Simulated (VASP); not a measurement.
# Sn4P (Im-3m) in VASP: a series of runs

Sn4P is run at these levels: PBE; tasks: single point, relaxation of cell and atoms.

Everything below comes from runs of VASP 6.6.1. Logs are shortened: lines on timing, memory, paths and dates and some standing lists are left out, and cuts for length are marked.

## 1. The cell of the first run

The structure is cubic, space group Im-3m (No. 229). Conventional cell: a = 6.616 Å, b = 6.616 Å, c = 6.616 Å, α = 90.00°, β = 90.00°, γ = 90.00°. Within 3.8 Å of Sn (site symmetry -3m) lie 2 P at 2.86 Å and 6 Sn at 3.31 Å. P (site symmetry m-3m) has 8 Sn at 2.86 Å within 3.8 Å.

The cell was generated, and may not be a known phase.

## 2. Single point, PBE

File INCAR:

```
SYSTEM = Sn4P
  ALGO = Normal
  EDIFF = 1E-6
  ENCUT = 520
  GGA = PE
  ISIF = 2
  ISMEAR = 0
  LASPH = .True.
  LCHARG = .False.
  LREAL = .False.
  LWAVE = .False.
  NBANDS = 38
  NELM = 100
  PREC = Accurate
  SIGMA = 0.1
```

File KPOINTS:

```
k-points
0
Gamma
  8 8 8
  0 0 0
```

File POSCAR:

```
Sn4P
1.0
   -3.3079640244      3.3079640244      3.3079640244
    3.3079640244     -3.3079640244      3.3079640244
    3.3079640244      3.3079640244     -3.3079640244
Sn P
4 1
Direct
    0.0000000000      0.0000000000      0.5000000000
    0.5000000000      0.0000000000      0.0000000000
    0.5000000000      0.5000000000      0.5000000000
    0.0000000000      0.5000000000      0.0000000000
    0.0000000000      0.0000000000      0.0000000000
```

Potentials or basis: VASP PAW PBE potentials, release 64 (Sn_d, P).

Started as:

```sh
cat potpaw_PBE.64/Sn_d/POTCAR potpaw_PBE.64/P/POTCAR > POTCAR
mpirun -np 1 vasp_std > vasp.out
```

OUTCAR:

```text
SYSTEM = Sn4P
   EDIFF = 1E-6
   ENCUT = 520
   GGA = PE
   ISIF = 2
   ISMEAR = 0
   LASPH = .True.
   LREAL = .False.
   NELM = 100
   PREC = Accurate

 ion  position               nearest neighbor table
   1  0.000  0.000  0.500-   5 2.86   5 2.86   4 3.31   2 3.31   3 3.31   4 3.31   2 3.31   3 3.31

   2  0.500  0.000  0.000-   5 2.86   5 2.86   4 3.31   1 3.31   3 3.31   3 3.31   1 3.31   4 3.31

   3  0.500  0.500  0.500-   5 2.86   5 2.86   4 3.31   1 3.31   2 3.31   4 3.31   1 3.31   2 3.31

   4  0.000  0.500  0.000-   5 2.86   5 2.86   3 3.31   1 3.31   2 3.31   1 3.31   3 3.31   2 3.31

   5  0.000  0.000  0.000-   1 2.86   2 2.86   3 2.86   4 2.86   1 2.86   4 2.86   2 2.86   3 2.86

  LATTYP: Found a body centered cubic cell.
 ALAT       =     6.6159280488

  Lattice vectors:

 A1 = (  -3.3079640244,   3.3079640244,   3.3079640244)
 A2 = (   3.3079640244,  -3.3079640244,   3.3079640244)
 A3 = (   3.3079640244,   3.3079640244,  -3.3079640244)

Analysis of symmetry for initial positions (statically):
=====================================================================
 Subroutine PRICEL returns:
 Original cell was already a primitive cell.

 Routine SETGRP: Setting up the symmetry group for a
 body centered cubic supercell.

 Subroutine GETGRP returns: Found 48 space group operations
 (whereof 48 operations were pure point group operations)
 out of a pool of 48 trial point group operations.

The static configuration has the point symmetry O_h .

Analysis of symmetry for dynamics (positions and initial velocities):
=====================================================================
 Subroutine PRICEL returns:
 Original cell was already a primitive cell.

 Routine SETGRP: Setting up the symmetry group for a
 body centered cubic supercell.

 Subroutine GETGRP returns: Found 48 space group operations
 (whereof 48 operations were pure point group operations)
 out of a pool of 48 trial point group operations.

The dynamic configuration has the point symmetry O_h .

 Subroutine INISYM returns: Found 48 space group operations
 (whereof 48 operations are pure point group operations),
 and found     1 'primitive' translations

----------------------------------------------------------------------------------------

                                     Primitive cell

  volume of cell :     144.7913

  direct lattice vectors                    reciprocal lattice vectors
    -3.307964024  3.307964024  3.307964024     0.000000000  0.151150374  0.151150374
     3.307964024 -3.307964024  3.307964024     0.151150374  0.000000000  0.151150374
     3.307964024  3.307964024 -3.307964024     0.151150374  0.151150374  0.000000000

  length of vectors
     5.729561760  5.729561760  5.729561760     0.213758909  0.213758909  0.213758909

  position of ions in fractional coordinates (direct lattice)
     0.000000000  0.000000000  0.500000000
     0.500000000  0.000000000  0.000000000
     0.500000000  0.500000000  0.500000000
     0.000000000  0.500000000  0.000000000
     0.000000000  0.000000000  0.000000000

  ion indices of the primitive-cell ions
   primitive index   ion index
                 1           1
                 2           2
                 3           3
                 4           4
                 5           5

----------------------------------------------------------------------------------------

 KPOINTS: k-points

Automatic generation of k-mesh.
 Grid dimensions read from file:
 generate k-points for:    8    8    8

 Generating k-lattice:

  Cartesian coordinates                     Fractional coordinates (reciprocal lattice)
     0.000000000  0.018893797  0.018893797     0.125000000  0.000000000  0.000000000
     0.018893797  0.000000000  0.018893797     0.000000000  0.125000000  0.000000000
     0.018893797  0.018893797  0.000000000     0.000000000  0.000000000  0.125000000

  Length of vectors
     0.026719864  0.026719864  0.026719864

  Shift w.r.t. Gamma in fractional coordinates (k-lattice)
     0.000000000  0.000000000  0.000000000

 Subroutine IBZKPT returns following result:
 ===========================================

 Found     29 irreducible k-points:

 Following reciprocal coordinates:
            Coordinates               Weight
  0.000000  0.000000  0.000000      1.000000
  0.125000  0.000000  0.000000     12.000000
  0.250000  0.000000  0.000000     12.000000
  0.375000  0.000000  0.000000     12.000000
  0.500000  0.000000  0.000000      6.000000
  0.125000  0.125000  0.000000     24.000000
[... 16 lines left out ...]
 -0.250000  0.250000  0.250000      6.000000
 -0.375000  0.375000  0.250000     24.000000
 [... further k-points ...]
   k-points           NKPTS =     29   k-points in BZ     NKDIM =     29   number of bands    NBANDS=     38
   number of dos      NEDOS =    301   number of ions     NIONS =      5
   total plane-waves  NPLWV = 110592
   dimension x,y,z NGX =    48 NGY =   48 NGZ =   48
   dimension x,y,z NGXF=    96 NGYF=   96 NGZF=   96
   ions per type =               4   1
   NGX,Y,Z   is equivalent  to a cutoff of  13.93, 13.93, 13.93 a.u.
   NGXF,Y,Z  is equivalent  to a cutoff of  27.85, 27.85, 27.85 a.u.
 SYSTEM =  Sn4P
   PREC   = accura    normal or accurate (medium, high low for compatibility)
   ISTART =      0    job   : 0-new  1-cont  2-samecut
   ICHARG =      2    charge: 1-file 2-atom 10-const
   ISPIN  =      1    spin polarized calculation?
   LNONCOLLINEAR =      F non collinear calculations
   LSORBIT =      F    spin-orbit coupling
   LASPH  =      T    aspherical Exc in radial PAW
   ENCUT  =  520.0 eV  38.22 Ry    6.18 a.u.  10.65 10.65 10.65*2*pi/ulx,y,z
   NELM   =    100;   NELMIN=  2; NELMDL= -5     # of ELM steps
   EDIFF  = 0.1E-05   stopping-criterion for ELM
   LREAL  =      F    real-space projection
   EDIFFG = 0.1E-04   stopping-criterion for IOM
   NSW    =      0    number of steps for IOM
   IBRION =     -1    ionic relax: 0-MD 1-quasi-New 2-CG
   NFREE  =      0    steps in history (QN), initial steepest desc. (CG)
   ISIF   =      2    stress and relaxation
   ISYM   =      2    0-nonsym 1-usesym 2-fastsym
   POTIM  = 0.5000    time-step for ionic-motion
   TEBEG  =    0.0;   TEEND  =   0.0 temperature during run
   PSTRESS=    0.0 pullay stress
   NELECT =      61.0000    total number of electrons
   NUPDOWN=      -1.0000    fix difference up-down
   EMIN   =  10.00;   EMAX   =-10.00  energy-range for DOS
   EFERMI =   0.00;   METHOD = LEGACY
   ISMEAR =     0;   SIGMA  =   0.10  broadening in eV -4-tet -1-fermi 0-gaus
   EFERMI_NEDOS =   21; number of points for ismear=-14 and -15
   IALGO  =     38    algorithm
   IMIX   =      4    mixing-type and parameters
     AMIX     =   0.40;   BMIX     =  1.00
     AMIX_MAG =   1.60;   BMIX_MAG =  1.00
  volume/ion in A,a.u.               =      28.96       195.42
  Fermi-wavevector in a.u.,A,eV,Ry     =   1.227262  2.319189 20.492719  1.506172
  Thomas-Fermi vector in A             =   2.362232
   LORBIT       =      0    0 simple, 1 ext, 2 COOP (PROOUT), +10 PAW based schemes
   GGA     = PE    functional components
   LHFCALC =     F    Hartree Fock is set to
   AEXX    =    0.0000 exact exchange contribution
   IVDW    =     0    specifies the selected vdW correction
   LEPSILON=     F    determine dielectric tensor
   LRPA    =     F    only Hartree local field effects (RPA)
 non-spin polarized calculation
 Gauss-broadening in eV      SIGMA  =   0.10
  energy-cutoff  :      520.00
  volume of cell :      144.79
 maximum number of plane-waves:      3931
 NGX is ok and might be reduce to    48
   NGX = 21   NGY = 21   NGZ = 21

 number of electron      61.0000017 magnetization

 Free energy of the ion-electron system (eV)
  ---------------------------------------------------
  ext. energy  EPLUGINS =         0.00000000
  ---------------------------------------------------
  free energy    TOTEN  =       -19.55658478 eV

  energy without entropy =      -19.53102788  energy(sigma->0) =      -19.54380633

 E-fermi :   6.2961     XC(G=0):  -9.5952

 val. band max:        6.2925068552   @ k =   0.5000   0.5000   0.5000
 cond. band min:       6.3030118017   @ k =   0.5000   0.5000   0.3750
 fundamental gap:      0.0105049466
 Fermi energy:         6.2960616157

 k-point     1 :       0.0000    0.0000    0.0000
  band No.  band energies     occupation
      1     -15.2242      2.00000
      2     -15.2242      2.00000
      3     -15.1882      2.00000
      4     -15.1428      2.00000
      5     -15.1428      2.00000
      6     -15.1367      2.00000
[... 30 lines left out ...]
     37      12.7809      0.00000
     38      12.7809      0.00000

 k-point     2 :       0.1250    0.0000    0.0000
  band No.  band energies     occupation
      1     -15.2207      2.00000
      2     -15.2148      2.00000
      3     -15.1829      2.00000
      4     -15.1401      2.00000
      5     -15.1398      2.00000
      6     -15.1386      2.00000
[... 30 lines left out ...]
     37      12.1576      0.00000
     38      12.3446      0.00000

 k-point     3 :       0.2500    0.0000    0.0000
  band No.  band energies     occupation
      1     -15.2106      2.00000
      2     -15.1878      2.00000
      3     -15.1687      2.00000
      4     -15.1487      2.00000
      5     -15.1323      2.00000
      6     -15.1267      2.00000
[... 30 lines left out ...]
     37      10.7529      0.00000
     38      10.8958      0.00000

 k-point     4 :       0.3750    0.0000    0.0000
  band No.  band energies     occupation
      1     -15.1959      2.00000
      2     -15.1625      2.00000
      3     -15.1491      2.00000
      4     -15.1467      2.00000
      5     -15.1209      2.00000
      6     -15.1094      2.00000
[... 30 lines left out ...]
     37      10.4838      0.00000
     38      10.8345      0.00000
[... 703 lines left out ...]
      4     -15.0983      2.00000
      5     -15.0948      2.00000
      6     -15.0948      2.00000
[... 30 lines left out ...]
     37      10.1431      0.00000
     38      10.1431      0.00000

 k-point    23 :      -0.2500    0.2500    0.2500
  band No.  band energies     occupation
      1     -15.2197      2.00000
      2     -15.1652      2.00000
      3     -15.1652      2.00000
      4     -15.1609      2.00000
      5     -15.1423      2.00000
      6     -15.1227      2.00000
[... 30 lines left out ...]
     37      10.4912      0.00000
     38      11.3634      0.00000

 k-point    24 :      -0.3750    0.3750    0.2500
  band No.  band energies     occupation
      1     -15.2134      2.00000
      2     -15.1821      2.00000
      3     -15.1760      2.00000
      4     -15.1514      2.00000
      5     -15.1263      2.00000
      6     -15.1233      2.00000
[... 30 lines left out ...]
     37      10.8043      0.00000
     38      11.2838      0.00000

 [... further k-points ...]

------------------------ aborting loop because EDIFF is reached ----------------------------------------

  FORCE on cell =-STRESS in cart. coord.  units (eV):
  Direction    XX          YY          ZZ          XY          YZ          ZX
  --------------------------------------------------------------------------------------
  -------------------------------------------------------------------------------------
  Total       -0.0764177     -0.0764177     -0.0764177      0.0000000      0.0000000      0.0000000
  in kB       -0.8455948     -0.8455948     -0.8455948      0.0000000      0.0000000      0.0000000
  external PRESSURE =      -0.8455948 kB  Pullay stress =       0.0000000 kB

 VOLUME and BASIS-vectors are now :
 -----------------------------------------------------------------------------
  energy-cutoff  :      520.00
  volume of cell :      144.79
      direct lattice vectors                 reciprocal lattice vectors
    -3.307964024  3.307964024  3.307964024     0.000000000  0.151150374  0.151150374
     3.307964024 -3.307964024  3.307964024     0.151150374  0.000000000  0.151150374
     3.307964024  3.307964024 -3.307964024     0.151150374  0.151150374  0.000000000

 POSITION                                       TOTAL-FORCE (eV/Angst)
 -----------------------------------------------------------------------------------
      1.65398      1.65398     -1.65398         0.000000      0.000000     -0.000000
     -1.65398      1.65398      1.65398        -0.000000     -0.000000     -0.000000
      1.65398      1.65398      1.65398         0.000000      0.000000      0.000000
      1.65398     -1.65398      1.65398        -0.000000     -0.000000      0.000000
      0.00000      0.00000      0.00000        -0.000000     -0.000000     -0.000000
 -----------------------------------------------------------------------------------
    total drift:                                0.000000      0.000000     -0.000000

  FREE ENERGIE OF THE ION-ELECTRON SYSTEM (eV)
  ---------------------------------------------------
  free  energy   TOTEN  =       -19.5565847850 eV

  energy  without entropy=      -19.5310278845  energy(sigma->0) =      -19.54380633
```

Wall time 6.1 min (1 thread of Intel Xeon 8259CL, shared host); peak memory 0.38 GiB.

Results:

- Free energy: -19.5566 eV
- Pressure: -0.1 GPa
- Band gap on the k mesh: zero (an odd number of electrons rules out a gap without spin polarisation)

Caveat: spin-orbit coupling is left out, which moves the levels of the heavy elements.

## 3. Relaxation of cell and atoms, PBE

This run uses another cell than the first one, of 25.34 Å³/atom.

File INCAR:

```
PREC     = Accurate       # precision mode
ENCUT    = 600            # plane-wave cutoff, eV
EDIFF    = 1E-6           # SCF threshold, eV
ISMEAR   = 0              # smearing method
SIGMA    = 0.1            # smearing width, eV
LREAL    = F              # projectors in reciprocal space
LASPH    = T              # aspherical terms in the spheres
NELM     = 80             # most SCF steps
ALGO     = Normal         # electronic algorithm
ISIF     = 3              # what is computed and relaxed
LWAVE    = F              # write WAVECAR
LCHARG   = F              # write CHGCAR
GGA      = PE             # functional
IBRION   = 2              # ionic algorithm
NSW      = 90             # ionic steps
EDIFFG   = -0.04          # ionic threshold
```

File KPOINTS:

```
Automatic mesh
0
Gamma
  4 4 4
```

Changes to POSCAR since step 2:

```diff
@@ -2,5 +2,5 @@
 1.0
-   -3.3079640244      3.3079640244      3.3079640244
-    3.3079640244     -3.3079640244      3.3079640244
-    3.3079640244      3.3079640244     -3.3079640244
+   -3.1639796500      3.1639796500      3.1639796500
+    3.1639796500     -3.1639796500      3.1639796500
+    3.1639796500      3.1639796500     -3.1639796500
 Sn P
```

Potentials or basis: VASP PAW PBE potentials, release 64 (Sn_d, P).

Started as:

```sh
cat potpaw_PBE.64/Sn_d/POTCAR potpaw_PBE.64/P/POTCAR > POTCAR
mpirun -np 1 vasp_std > vasp.out
```

Run time: 4.9 min. Hardware: 1 thread of Intel Xeon 8259CL, shared host; peak memory 0.34 GiB.

The run converged. Its results:

| Property | Result |
| --- | --- |
| Free energy | -19.2416 eV |
| Relaxed volume | 29.15 Å³/atom |
| Relaxed cell | a = 5.742 Å, b = 5.742 Å, c = 5.742 Å, α = 109.47°, β = 109.47°, γ = 109.47° |
| Space group after relaxing (to 0.1 Å) | Im-3m (No. 229) |
| Energy gained by relaxing | 91.2 meV/atom |
| Ionic steps | 3 |
| Pressure after relaxing | 0.0 GPa |
| Band gap on the k mesh | zero (an odd number of electrons rules out a gap without spin polarisation) |

The path:
```tsv
step	energy change (eV)	largest force (eV/Å)	pressure (GPa)	volume (Å³)
1	0.0000	0.0000	8.69	126.70
2	-0.4053	0.0000	-2.00	153.61
3	-0.4561	0.0000	0.03	145.76
```

Final structure:
```
CELL_PARAMETERS angstrom
-3.31535 3.31535 3.31535
3.31535 -3.31535 3.31535
3.31535 3.31535 -3.31535
ATOMIC_POSITIONS crystal
Sn 0.00000 0.00000 0.50000
Sn 0.50000 0.00000 0.00000
Sn 0.50000 0.50000 0.50000
Sn 0.00000 0.50000 0.00000
P 0.00000 0.00000 0.00000
```

Levels at points of the mesh, in eV from the Fermi level:
| k point | band 27 | band 28 | band 29 | band 30 | band 31 | band 32 | band 33 | band 34 |
| --- | --- | --- | --- | --- | --- | --- | --- | --- |
| (0.00, 0.00, 0.00) | -4.66 | -4.66 | -1.84 | -1.84 | -1.84 | 2.55 | 2.55 | 2.61 |
| (0.50, 0.00, 0.00) | -1.50 | -1.19 | -0.72 | -0.31 | -0.13 | 0.66 | 0.94 | 1.41 |
| (0.50, 0.50, 0.50) | -2.78 | -0.59 | -0.59 | -0.59 | 0.00 | 0.00 | 0.00 | 0.74 |

Caveat: the volume moved by over 15 % at a fixed basis, so the end points are rough; spin-orbit coupling is left out, which moves the levels of the heavy elements.

## 4. Relaxation of cell and atoms, PBE

This run uses another cell than the first one, of 29.23 Å³/atom.

File INCAR:

```
PREC = Accurate
ENCUT = 600
EDIFF = 1E-6
ISMEAR = 0
SIGMA = 0.1
LREAL = F
LASPH = T
NELM = 80
ALGO = Normal
ISIF = 3
LWAVE = F
LCHARG = F
GGA = PE
IBRION = 2
NSW = 100
EDIFFG = -0.01
```

File KPOINTS:

```
regular mesh
0
Gamma
  8 8 8
```

Changes to POSCAR since step 3:

```diff
@@ -2,5 +2,5 @@
 1.0
-   -3.1639796500      3.1639796500      3.1639796500
-    3.1639796500     -3.1639796500      3.1639796500
-    3.1639796500      3.1639796500     -3.1639796500
+   -3.3182236579      3.3182236579      3.3182236579
+    3.3182236579     -3.3182236579      3.3182236579
+    3.3182236579      3.3182236579     -3.3182236579
 Sn P
```

Started as:

```sh
cat potpaw_PBE.64/Sn_d/POTCAR potpaw_PBE.64/P/POTCAR > POTCAR
mpirun -np 1 vasp_std > vasp.out
```

Wall time 11 min (1 thread of Intel Xeon 8259CL, shared host); peak memory 0.43 GiB.

The run converged. Its results:

| Item | Value |
| --- | --- |
| Free energy | -19.5571 eV |
| Relaxed volume | 28.95 Å³/atom |
| Relaxed cell | a = 5.729 Å, b = 5.729 Å, c = 5.729 Å, α = 109.47°, β = 109.47°, γ = 109.47° |
| Space group after relaxing (to 0.1 Å) | Im-3m (No. 229) |
| Energy gained by relaxing | 0.4 meV/atom |
| Ionic steps | 3 |
| Pressure after relaxing | 0.0 GPa |
| Band gap on the k mesh | zero (an odd number of electrons rules out a gap without spin polarisation) |

The path:
| step | energy change (eV) | largest force (eV/Å) | pressure (GPa) | volume (Å³) |
| --- | --- | --- | --- | --- |
| 1 | 0.0000 | 0.0000 | -0.45 | 146.14 |
| 2 | -0.0018 | 0.0000 | 0.09 | 144.41 |
| 3 | -0.0019 | 0.0000 | -0.01 | 144.75 |

Final structure:
```yaml
crystal:
  lattice:
    - [-3.30765, 3.30765, 3.30765]
    - [3.30765, -3.30765, 3.30765]
    - [3.30765, 3.30765, -3.30765]
  atoms:
    - { symbol: Sn, position: [0.00000, 0.00000, 0.50000] }
    - { symbol: Sn, position: [0.50000, 0.00000, 0.00000] }
    - { symbol: Sn, position: [0.50000, 0.50000, 0.50000] }
    - { symbol: Sn, position: [0.00000, 0.50000, 0.00000] }
    - { symbol: P, position: [0.00000, 0.00000, 0.00000] }
```

Levels at points of the mesh, in eV from the Fermi level:
```csv
k point,band 26,band 27,band 28,band 29,band 30,band 31,band 32,band 33,band 34,band 35
"(0.00, 0.00, 0.00)",-4.70,-4.70,-4.70,-1.83,-1.83,-1.83,2.55,2.55,2.64,2.64
"(0.50, 0.00, 0.00)",-4.56,-1.49,-1.18,-0.71,-0.32,-0.11,0.68,0.95,1.42,1.91
"(0.50, 0.50, 0.50)",-3.81,-2.72,-0.59,-0.59,-0.59,0.00,0.00,0.00,0.76,4.98
```

Caveat: spin-orbit coupling is left out, which moves the levels of the heavy elements.

## 5. Summary

| task | cell | k mesh | cutoff (eV) | gap on the mesh (eV) | pressure (GPa) | relaxed volume (Å³/atom) |
| --- | --- | --- | --- | --- | --- | --- |
| single point | a = 5.730 Å, angles 109.5°, 5 atoms | 8 × 8 × 8 | 520 | none | -0.1 | - |
| relaxation of cell and atoms | relaxed from a = 5.480 Å, angles 109.5°, 5 atoms | 4 × 4 × 4 | 600 | none | 0.0 | 29.15 |
| relaxation of cell and atoms | relaxed from a = 5.747 Å, angles 109.5°, 5 atoms | 8 × 8 × 8 | 600 | none | 0.0 | 28.95 |

Alike in all rows: level PBE; potentials or basis VASP PAW PBE potentials, release 64 (Sn_d, P); no spin polarisation; smearing gaussian 0.1 eV.

Caveats: spin-orbit coupling is left out, which moves the levels of the heavy elements; the volume moved by over 15 % at a fixed basis, so the end points are rough (at least some runs).

Total energies depend on the potentials used, so only differences within one code and one set of settings carry meaning.

The gap in the log of VASP goes by the Fermi energy; the results here count the filled bands.